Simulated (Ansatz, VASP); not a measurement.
**One calculation of GePt, two programs**

Contents of INCAR:

```
PREC = Accurate
ENCUT = 600
EDIFF = 1E-7
ISMEAR = 0
SIGMA = 0.1
LREAL = False
LASPH = True
NELM = 80
ALGO = Normal
ISIF = 3
LWAVE = False
LCHARG = False
GGA = PE
IBRION = 2
NSW = 100
EDIFFG = -0.01
```

KPOINTS

```
regular mesh
0
Gamma
  12 12 10
```

Contents of POSCAR:

```
GePt
1.0
    4.5020050355      0.0000000000      0.0000000000
   -2.2510025177      3.8988507287      0.0000000000
    0.0000000000      0.0000000000      4.9868145413
Ge Pt
2 2
Direct
    0.3333333333      0.6666666667      0.0000000000
    0.6666666667      0.3333333333      0.0000000000
    0.3333333333      0.6666666667      0.5000000000
    0.6666666667      0.3333333333      0.5000000000
```

Input for Ansatz:

```yaml
crystal:
  lattice:
    - [4.5020050355, 0.0, 0.0]
    - [-2.2510025177, 3.8988507287, 0.0]
    - [0.0, 0.0, 4.9868145413]
  atoms:
    - { symbol: Ge, position: [0.3333333333, 0.6666666667, 0.0] }
    - { symbol: Ge, position: [0.6666666667, 0.3333333333, 0.0] }
    - { symbol: Pt, position: [0.3333333333, 0.6666666667, 0.5] }
    - { symbol: Pt, position: [0.6666666667, 0.3333333333, 0.5] }
basis:
  ecutwfc: 420
kpoints:
  mp_grid: { grid: [12, 12, 10] }
hamiltonian:
  xc: pbe
scf:
  occupations: { method: gaussian, width: 0.1 }
output:
  forces: true
  stress: true
  eigenvalues: true
relax:
  adjacent_minimum: "off"
  f_tol: 0.01
  max_steps: 80
  cell: { stress_tol: 0.05 }
```

Alike in both runs: task relaxation of cell and atoms; functional PBE; k mesh 12 × 12 × 10; occupations gaussian, width 0.1 eV; no spin polarisation.

|  | VASP | Ansatz |
| --- | --- | --- |
| version | VASP 6.6.1 | Ansatz 0.2.0 |
| potentials or method | VASP PAW PBE potentials, release 64 (Ge_d, Pt), cutoff 600 eV | scalar-relativistic, plane waves, PAW |
| valence electrons in the cell | 48 | 64 |

Ansatz gave:

```
gap on the k mesh at the Fermi level, each at its own relaxed structure (eV) : none
relaxed volume (Å³/atom)                                                     : 21.94
relaxed length of the cell vector where the two differ most in proportion (Å)              : 4.949
```

Problem. Estimate VASP's values.

Solution. gap on the k mesh at the Fermi level, each at its own relaxed structure (eV): none; relaxed volume (Å³/atom): 21.93; relaxed length of the cell vector where the two differ most in proportion (Å): 4.953.

A gap of «none» marks a metal or a gap that the smearing closes. VASP's potentials hold 48 valence electrons a cell and Ansatz's 64, so a difference there can come from the potentials and not from the codes.

Spin-orbit coupling is off throughout.
